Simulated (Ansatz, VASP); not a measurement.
Al: VASP beside Ansatz

```
Al
1.0
     4.60503    0.00000    0.00000
    -2.30251    3.98807    0.00000
     0.00000    0.00000    2.85028
Al
3
Direct
  0.00000 0.00000 0.00000
  0.33333 0.66667 0.50000
  0.66667 0.33333 0.50000
```

Alike in both runs: functional revPBE; k mesh 8 × 8 × 11; occupations fermi-dirac, width 0.1 eV; no spin polarisation.

Ansatz relaxed the structure, and its values are those at the end. VASP's run is a single point on that final structure, the one shown.

```csv
,VASP,Ansatz
version,VASP 6.6.1,Ansatz 0.2.0
potentials or method,"VASP PAW PBE potentials, release 64 (Al), cutoff 520 eV","plane waves (420 eV) with PAW, scalar-relativistic"
valence electrons in the cell,9,9
```

|  | VASP | Ansatz | Ansatz less VASP |
| --- | --- | --- | --- |
| pressure (GPa) | -0.1 | 0.0 | +0.13 |

VASP's potentials were made for PBE, not for revPBE. With one functional, cell and mesh, what is left measures potentials, basis and numerics.
